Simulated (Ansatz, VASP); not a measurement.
**Two plane-wave programs on TiC**

```
CELL_PARAMETERS angstrom
0.00000 2.13154 2.16400
2.13154 0.00000 2.16400
2.13154 2.13154 0.00000
ATOMIC_POSITIONS crystal
Ti 0.00000 0.00000 0.00000
C 0.50000 0.50000 0.50000
```

Change from the starting cell: strain -0.015 along x and y, +0.000 along z, atoms carried along.

Alike in both runs: task single point; functional PBEsol; k mesh 18 × 18 × 18; occupations gaussian, width 0.15 eV; no spin polarisation.

```csv
,VASP,Ansatz
version,VASP 6.6.1,Ansatz 0.2.0
potentials or method,"VASP PAW PBE potentials, release 64 (Ti_sv, C), cutoff 520 eV","scalar-relativistic, plane waves, PAW"
valence electrons in the cell,16,16
```

|  | VASP | Ansatz | Ansatz less VASP |
| --- | --- | --- | --- |
| gap on the k mesh at the Fermi level (eV) | none | none | - |
| pressure (GPa) | 2.0 | 1.8 | -0.25 |
| traceless stress, the component that is largest in VASP (GPa) | -4.38 | -4.37 | +0.014 |

VASP's potentials were made for PBE, not for PBEsol. A gap of «none» marks a metal or a gap that the smearing closes. The functional is the same, so the differences come from potentials, cutoffs and numerics.
